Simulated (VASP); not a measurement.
# Ag (P6_3/mmc) in VASP: a series of runs

The runs below take Ag through single point, with PBEsol.

All numbers are computed with VASP 6.6.1; they aren't measurements. Logs are shortened: lines on timing, memory, paths and dates and some standing lists are left out, and cuts for length are marked.

**1. The cell of the first run**

It takes space group P6_3/mmc (No. 194, hexagonal). The conventional cell has a = 2.867 Å, b = 2.867 Å, c = 4.550 Å, α = 90.00°, β = 90.00°, γ = 120.00°. Ag (site symmetry -6m2) has 12 Ag at 2.81 to 2.87 Å within 3.7 Å.

This isn't the form of Ag at room conditions, which is fcc.

**2. Single point, PBEsol (strain along c alone, the other axes held: -3.0 %)**

INCAR reads:

```
SYSTEM = Ag
PREC = Accurate
ENCUT = 520
EDIFF = 1E-7
ISMEAR = 0
SIGMA = 0.1
LREAL = .FALSE.
LASPH = .TRUE.
NELM = 80
ALGO = Fast
ISIF = 2
LWAVE = .FALSE.
LCHARG = .FALSE.
GGA = PS
NBANDS = 18
```

KPOINTS reads:

```
Automatic mesh
0
G
  24 24 12
  0 0 0
```

POSCAR reads:

```
Ag
1.0
    2.8669917939      0.0000000000      0.0000000000
   -1.4334958970      2.4828877260      0.0000000000
    0.0000000000      0.0000000000      4.5501082243
Ag
2
Direct
    0.3333333333      0.6666666667      0.2500000000
    0.6666666667      0.3333333333      0.7500000000
```

Potentials or basis: VASP PAW PBE potentials, release 64 (Ag).

Run with:

```sh
$ cat potpaw_PBE.64/Ag/POTCAR > POTCAR
$ mpirun -np 1 vasp_std > vasp.out
```

OUTCAR:

```text
SYSTEM = Ag
   PREC = Accurate
   ENCUT = 520
   EDIFF = 1E-7
   ISMEAR = 0
   LREAL = .FALSE.
   LASPH = .TRUE.
   NELM = 80
   ISIF = 2
   GGA = PS

 ion  position               nearest neighbor table
   1  0.333  0.667  0.250-   2 2.81   2 2.81   2 2.81   2 2.81   2 2.81   2 2.81
   2  0.667  0.333  0.750-   1 2.81   1 2.81   1 2.81   1 2.81   1 2.81   1 2.81

  LATTYP: Found a hexagonal cell.
 ALAT       =     2.8669917939
 C/A-ratio  =     1.5870670554

  Lattice vectors:

 A1 = (   2.8669917939,   0.0000000000,   0.0000000000)
 A2 = (  -1.4334958970,   2.4828877260,   0.0000000000)
 A3 = (   0.0000000000,   0.0000000000,   4.5501082243)

Analysis of symmetry for initial positions (statically):
=====================================================================
 Subroutine PRICEL returns:
 Original cell was already a primitive cell.

 Routine SETGRP: Setting up the symmetry group for a
 hexagonal supercell.

 Subroutine GETGRP returns: Found 24 space group operations
 (whereof 12 operations were pure point group operations)
 out of a pool of 24 trial point group operations.

The static configuration has the point symmetry D_3d.
 The point group associated with its full space group is D_6h.

Analysis of symmetry for dynamics (positions and initial velocities):
=====================================================================
 Subroutine PRICEL returns:
 Original cell was already a primitive cell.

 Routine SETGRP: Setting up the symmetry group for a
 hexagonal supercell.

 Subroutine GETGRP returns: Found 24 space group operations
 (whereof 12 operations were pure point group operations)
 out of a pool of 24 trial point group operations.

The dynamic configuration has the point symmetry D_3d.
 The point group associated with its full space group is D_6h.

 Subroutine INISYM returns: Found 24 space group operations
 (whereof 12 operations are pure point group operations),
 and found     1 'primitive' translations

----------------------------------------------------------------------------------------

                                     Primitive cell

  volume of cell :      32.3896

  direct lattice vectors                    reciprocal lattice vectors
     2.866991794  0.000000000  0.000000000     0.348797650  0.201378417  0.000000000
    -1.433495897  2.482887726  0.000000000     0.000000000  0.402756834  0.000000000
     0.000000000  0.000000000  4.550108224     0.000000000  0.000000000  0.219774992

  length of vectors
     2.866991794  2.866991794  4.550108224     0.402756834  0.402756834  0.219774992

  position of ions in fractional coordinates (direct lattice)
     0.333333333  0.666666667  0.250000000
     0.666666667  0.333333333  0.750000000

  ion indices of the primitive-cell ions
   primitive index   ion index
                 1           1
                 2           2

----------------------------------------------------------------------------------------

 KPOINTS: Automatic mesh

Automatic generation of k-mesh.
 Grid dimensions read from file:
 generate k-points for:   24   24   12

 Generating k-lattice:

  Cartesian coordinates                     Fractional coordinates (reciprocal lattice)
     0.014533235  0.008390767  0.000000000     0.041666667  0.000000000  0.000000000
     0.000000000  0.016781535  0.000000000     0.000000000  0.041666667  0.000000000
     0.000000000  0.000000000  0.018314583     0.000000000  0.000000000  0.083333333

  Length of vectors
     0.016781535  0.016781535  0.018314583

  Shift w.r.t. Gamma in fractional coordinates (k-lattice)
     0.000000000  0.000000000  0.000000000

 Subroutine IBZKPT returns following result:
 ===========================================

 Found    427 irreducible k-points:

 Following reciprocal coordinates:
            Coordinates               Weight
  0.000000  0.000000  0.000000      1.000000
  0.041667 -0.000000  0.000000      6.000000
  0.083333 -0.000000  0.000000      6.000000
  0.125000  0.000000  0.000000      6.000000
  0.166667  0.000000  0.000000      6.000000
  0.208333 -0.000000  0.000000      6.000000
[... 16 lines left out ...]
  0.416667  0.041667  0.000000     12.000000
  0.458333  0.041667  0.000000     12.000000
 [... further k-points ...]
   k-points           NKPTS =    427   k-points in BZ     NKDIM =    427   number of bands    NBANDS=     18
   number of dos      NEDOS =    301   number of ions     NIONS =      2
   total plane-waves  NPLWV =  20736
   dimension x,y,z NGX =    24 NGY =   24 NGZ =   36
   dimension x,y,z NGXF=    48 NGYF=   48 NGZF=   72
   ions per type =               2
   NGX,Y,Z   is equivalent  to a cutoff of  13.92, 13.92, 13.15 a.u.
   NGXF,Y,Z  is equivalent  to a cutoff of  27.83, 27.83, 26.31 a.u.
 SYSTEM =  Ag
   PREC   = accura    normal or accurate (medium, high low for compatibility)
   ISTART =      0    job   : 0-new  1-cont  2-samecut
   ICHARG =      2    charge: 1-file 2-atom 10-const
   ISPIN  =      1    spin polarized calculation?
   LNONCOLLINEAR =      F non collinear calculations
   LSORBIT =      F    spin-orbit coupling
   LASPH  =      T    aspherical Exc in radial PAW
   ENCUT  =  520.0 eV  38.22 Ry    6.18 a.u.   5.33  5.33  8.46*2*pi/ulx,y,z
   NELM   =     80;   NELMIN=  2; NELMDL= -5     # of ELM steps
   EDIFF  = 0.1E-06   stopping-criterion for ELM
   LREAL  =      F    real-space projection
   EDIFFG = 0.1E-05   stopping-criterion for IOM
   NSW    =      0    number of steps for IOM
   IBRION =     -1    ionic relax: 0-MD 1-quasi-New 2-CG
   NFREE  =      0    steps in history (QN), initial steepest desc. (CG)
   ISIF   =      2    stress and relaxation
   ISYM   =      2    0-nonsym 1-usesym 2-fastsym
   POTIM  = 0.5000    time-step for ionic-motion
   TEBEG  =    0.0;   TEEND  =   0.0 temperature during run
   PSTRESS=    0.0 pullay stress
   NELECT =      22.0000    total number of electrons
   NUPDOWN=      -1.0000    fix difference up-down
   EMIN   =  10.00;   EMAX   =-10.00  energy-range for DOS
   EFERMI =   0.00;   METHOD = LEGACY
   ISMEAR =     0;   SIGMA  =   0.10  broadening in eV -4-tet -1-fermi 0-gaus
   EFERMI_NEDOS =   21; number of points for ismear=-14 and -15
   IALGO  =     68    algorithm
   IMIX   =      4    mixing-type and parameters
     AMIX     =   0.40;   BMIX     =  1.00
     AMIX_MAG =   1.60;   BMIX_MAG =  1.00
  volume/ion in A,a.u.               =      16.19       109.29
  Fermi-wavevector in a.u.,A,eV,Ry     =   1.439066  2.719440 28.176444  2.070910
  Thomas-Fermi vector in A             =   2.557963
   LORBIT       =      0    0 simple, 1 ext, 2 COOP (PROOUT), +10 PAW based schemes
   GGA     = PS    functional components
   LHFCALC =     F    Hartree Fock is set to
   AEXX    =    0.0000 exact exchange contribution
   IVDW    =     0    specifies the selected vdW correction
   LEPSILON=     F    determine dielectric tensor
   LRPA    =     F    only Hartree local field effects (RPA)
 non-spin polarized calculation
 RMM-DIIS sequential band-by-band and
 Gauss-broadening in eV      SIGMA  =   0.10
  energy-cutoff  :      520.00
  volume of cell :       32.39
 maximum number of plane-waves:       893
 NGX is ok and might be reduce to    24
   NGX = 11   NGY = 11   NGZ = 17

 number of electron      21.9999992 magnetization

 Free energy of the ion-electron system (eV)
  ---------------------------------------------------
  ext. energy  EPLUGINS =         0.00000000
  ---------------------------------------------------
  free energy    TOTEN  =        -6.58900166 eV

  energy without entropy =       -6.58666630  energy(sigma->0) =       -6.58783398

 E-fermi :   8.9843     XC(G=0): -12.7208

 val. band max:        8.9636348457   @ k =   0.2500   0.2500   0.3333
 cond. band min:       8.9951519077   @ k =   0.4583   0.0417   0.3333
 fundamental gap:      0.0315170620
 Fermi energy:         8.9842588307

 k-point     1 :       0.0000    0.0000    0.0000
  band No.  band energies     occupation
      1       0.7472      2.00000
      2       2.2527      2.00000
      3       4.0976      2.00000
      4       4.0976      2.00000
      5       4.1300      2.00000
      6       4.3923      2.00000
[... 10 lines left out ...]
     17      27.3484      0.00000
     18      27.3484      0.00000

 k-point     2 :       0.0417   -0.0000    0.0000
  band No.  band energies     occupation
      1       0.7965      2.00000
      2       2.2817      2.00000
      3       4.0106      2.00000
      4       4.1248      2.00000
      5       4.2139      2.00000
      6       4.3819      2.00000
[... 10 lines left out ...]
     17      27.2437      0.00000
     18      27.5234      0.00000

 k-point     3 :       0.0833   -0.0000    0.0000
  band No.  band energies     occupation
      1       0.9424      2.00000
      2       2.3641      2.00000
      3       3.9027      2.00000
      4       4.2054      2.00000
      5       4.3053      2.00000
      6       4.3654      2.00000
[... 10 lines left out ...]
     17      27.3399      0.00000
     18      27.7986      0.00000

 k-point     4 :       0.1250    0.0000    0.0000
  band No.  band energies     occupation
      1       1.1775      2.00000
      2       2.4860      2.00000
      3       3.7928      2.00000
      4       4.2926      2.00000
      5       4.3360      2.00000
      6       4.3925      2.00000
[... 10 lines left out ...]
     17      27.4376      0.00000
     18      28.0838      0.00000

 k-point     5 :       0.1667    0.0000    0.0000
  band No.  band energies     occupation
      1       1.4863      2.00000
      2       2.6192      2.00000
      3       3.7012      2.00000
      4       4.1681      2.00000
      5       4.2502      2.00000
      6       4.4103      2.00000
[... 10 lines left out ...]
     17      26.8814      0.00000
     18      27.4732      0.00000

 k-point     6 :       0.2083   -0.0000    0.0000
  band No.  band energies     occupation
      1       1.8394      2.00000
      2       2.7176      2.00000
      3       3.6681      2.00000
      4       3.8918      2.00000
      5       4.2262      2.00000
      6       4.3127      2.00000
[... 10 lines left out ...]
     17      25.7941      0.00000
     18      27.2706      0.00000

 k-point     7 :       0.2500    0.0000    0.0000
  band No.  band energies     occupation
      1       2.1830      2.00000
      2       2.7388      2.00000
      3       3.6063      2.00000
      4       3.7424      2.00000
      5       4.2145      2.00000
      6       4.2422      2.00000
[... 10 lines left out ...]
     17      25.2639      0.00000
     18      26.8252      0.00000

 k-point     8 :       0.2917    0.0000    0.0000
  band No.  band energies     occupation
      1       2.4370      2.00000
      2       2.6973      2.00000
      3       3.3418      2.00000
      4       3.9407      2.00000
      5       4.1218      2.00000
      6       4.3048      2.00000
[... 10 lines left out ...]
     17      24.3489      0.00000
     18      26.3443      0.00000
[... 229 lines left out ...]
     17      25.0017      0.00000
     18      26.5213      0.00000

 k-point    20 :       0.2917    0.0417    0.0000
  band No.  band energies     occupation
      1       2.5358      2.00000
      2       2.6987      2.00000
      3       3.2181      2.00000
      4       4.0254      2.00000
      5       4.0617      2.00000
      6       4.3521      2.00000
[... 10 lines left out ...]
     17      23.7019      0.00000
     18      26.0114      0.00000

 k-point    21 :       0.3333    0.0417    0.0000
  band No.  band energies     occupation
      1       2.5196      2.00000
      2       2.7162      2.00000
      3       3.0144      2.00000
      4       3.9912      2.00000
      5       4.3190      2.00000
      6       4.4535      2.00000
[... 10 lines left out ...]
     17      22.3112      0.00000
     18      25.5617      0.00000

 k-point    22 :       0.3750    0.0417    0.0000
  band No.  band energies     occupation
      1       2.4467      2.00000
      2       2.7311      2.00000
      3       2.8579      2.00000
      4       3.9361      2.00000
      5       4.4697      2.00000
      6       4.5207      2.00000
[... 10 lines left out ...]
     17      21.3201      0.00000
     18      25.2071      0.00000

 k-point    23 :       0.4167    0.0417    0.0000
  band No.  band energies     occupation
      1       2.3873      2.00000
      2       2.7274      2.00000
      3       2.7520      2.00000
      4       3.8982      2.00000
      5       4.4304      2.00000
      6       4.5947      2.00000
[... 10 lines left out ...]
     17      20.5106      0.00000
     18      24.9647      0.00000

 k-point    24 :       0.4583    0.0417    0.0000
  band No.  band energies     occupation
      1       2.3554      2.00000
      2       2.6986      2.00000
      3       2.7214      2.00000
      4       3.8790      2.00000
      5       4.4103      2.00000
      6       4.6307      2.00000
[... 10 lines left out ...]
     17      19.9754      0.00000
     18      24.8420      0.00000

 [... further k-points ...]

------------------------ aborting loop because EDIFF is reached ----------------------------------------

  FORCE on cell =-STRESS in cart. coord.  units (eV):
  Direction    XX          YY          ZZ          XY          YZ          ZX
  --------------------------------------------------------------------------------------
  -------------------------------------------------------------------------------------
  Total        0.4440611      0.4440611      1.3544381     -0.0000000      0.0000000      0.0000000
  in kB       21.9658523     21.9658523     66.9984092     -0.0000000      0.0000000      0.0000000
  external PRESSURE =      36.9767046 kB  Pullay stress =       0.0000000 kB

 VOLUME and BASIS-vectors are now :
 -----------------------------------------------------------------------------
  energy-cutoff  :      520.00
  volume of cell :       32.39
      direct lattice vectors                 reciprocal lattice vectors
     2.866991794  0.000000000  0.000000000     0.348797650  0.201378417  0.000000000
    -1.433495897  2.482887726  0.000000000     0.000000000  0.402756834  0.000000000
     0.000000000  0.000000000  4.550108224     0.000000000  0.000000000  0.219774992

 POSITION                                       TOTAL-FORCE (eV/Angst)
 -----------------------------------------------------------------------------------
     -0.00000      1.65526      1.13753        -0.000000      0.000000      0.000000
      1.43350      0.82763      3.41258         0.000000     -0.000000      0.000000
 -----------------------------------------------------------------------------------
    total drift:                               -0.000000      0.000000     -0.000000

  FREE ENERGIE OF THE ION-ELECTRON SYSTEM (eV)
  ---------------------------------------------------
  free  energy   TOTEN  =        -6.5890016597 eV

  energy  without entropy=       -6.5866662978  energy(sigma->0) =       -6.58783398
```

It took 9.6 min on 1 thread of AMD EPYC, shared host; peak memory 0.28 GiB.

Results:

| Item | Value |
| --- | --- |
| Free energy | -6.5890 eV |
| Pressure | 3.7 GPa |
| Band gap on the k mesh | zero (bands 11 and 12 overlap by 7.50 eV) |

Caveat: the cell differs from its parent crystal (strain along c alone, the other axes held: -3.0 %); the cell stands under pressure; the PAW data sets were made with another functional, which shifts forces and pressure a little.

**3. Single point, PBEsol (strain along c alone, the other axes held: -2.0 %)**

INCAR reads:

```
SYSTEM = Ag
PREC = Accurate
ENCUT = 520
EDIFF = 1E-6
ISMEAR = 0
SIGMA = 0.1
LREAL = .False.
LASPH = .True.
NELM = 100
ALGO = Fast
ISIF = 2
LWAVE = .False.
LCHARG = .True.
GGA = PS
LELF = .True.
LVHAR = .True.
NBANDS = 18
```

KPOINTS reads:

```
regular mesh
0
Gamma
  24 24 12
  0 0 0
```

POSCAR, as its differences from that of step 2:

```diff
@@ -4,3 +4,3 @@
    -1.4334958970      2.4828877260      0.0000000000
-    0.0000000000      0.0000000000      4.5501082243
+    0.0000000000      0.0000000000      4.5970165565
 Ag
```

Potentials or basis: VASP PAW PBE potentials, release 64 (Ag).

Run with:

```sh
$ cat potpaw_PBE.64/Ag/POTCAR > POTCAR
$ mpirun -np 1 vasp_std > vasp.out
```

OUTCAR:

```text
SYSTEM = Ag
   PREC = Accurate
   ENCUT = 520
   EDIFF = 1E-6
   ISMEAR = 0
   LREAL = .False.
   LASPH = .True.
   NELM = 100
   ISIF = 2
   GGA = PS

 ion  position               nearest neighbor table
   1  0.333  0.667  0.250-   2 2.83   2 2.83   2 2.83   2 2.83   2 2.83   2 2.83
   2  0.667  0.333  0.750-   1 2.83   1 2.83   1 2.83   1 2.83   1 2.83   1 2.83

  LATTYP: Found a hexagonal cell.
 ALAT       =     2.8669917939
 C/A-ratio  =     1.6034285715

  Lattice vectors:

[... 696 lines left out ...]

  FORCE on cell =-STRESS in cart. coord.  units (eV):
  Direction    XX          YY          ZZ          XY          YZ          ZX
  --------------------------------------------------------------------------------------
  -------------------------------------------------------------------------------------
  Total        0.2382347      0.2382347      0.8514692     -0.0000000      0.0000000      0.0000000
  in kB       11.6642269     11.6642269     41.6888527     -0.0000000      0.0000000      0.0000000
  external PRESSURE =      21.6724355 kB  Pullay stress =       0.0000000 kB

 VOLUME and BASIS-vectors are now :
 -----------------------------------------------------------------------------
  energy-cutoff  :      520.00
  volume of cell :       32.72
      direct lattice vectors                 reciprocal lattice vectors
     2.866991794  0.000000000  0.000000000     0.348797650  0.201378417  0.000000000
    -1.433495897  2.482887726  0.000000000     0.000000000  0.402756834  0.000000000
     0.000000000  0.000000000  4.597016556     0.000000000  0.000000000  0.217532390

 POSITION                                       TOTAL-FORCE (eV/Angst)
 -----------------------------------------------------------------------------------
     -0.00000      1.65526      1.14925        -0.000000      0.000000      0.000000
      1.43350      0.82763      3.44776         0.000000     -0.000000      0.000000
 -----------------------------------------------------------------------------------
    total drift:                               -0.000000      0.000000     -0.000000

  FREE ENERGIE OF THE ION-ELECTRON SYSTEM (eV)
  ---------------------------------------------------
  free  energy   TOTEN  =        -6.6005912502 eV

  energy  without entropy=       -6.5980941225  energy(sigma->0) =       -6.59934269
```

Run time: 7.1 min. Hardware: 1 thread of AMD EPYC, shared host; peak memory 0.28 GiB.

Results:

```yaml
Free_energy: -6.6006 eV
Pressure: 2.2 GPa
Band_gap_on_the_k_mesh: zero (bands 11 and 12 overlap by 7.51 eV)
```

Levels at points of the mesh, in eV from the Fermi level:
| k point | band 9 | band 10 | band 11 | band 12 | band 13 | band 14 |
| --- | --- | --- | --- | --- | --- | --- |
| (0.00, 0.00, 0.00) | -4.28 | -3.11 | -3.11 | -0.45 | 4.05 | 15.57 |
| (0.50, 0.00, 0.00) | -2.86 | -2.85 | 0.00 | 1.53 | 7.13 | 7.37 |
| (0.00, 0.00, 0.50) | -3.45 | -3.45 | -3.45 | -3.45 | 11.82 | 11.82 |
| (0.50, 0.00, 0.50) | -2.91 | -2.91 | 0.62 | 0.62 | 4.75 | 4.75 |

Caveat: the cell differs from its parent crystal (strain along c alone, the other axes held: -2.0 %); the PAW data sets were made with another functional, which shifts forces and pressure a little.

[end of part 1 of 2]

The gap in the log of VASP goes by the Fermi energy; the results here count the filled bands.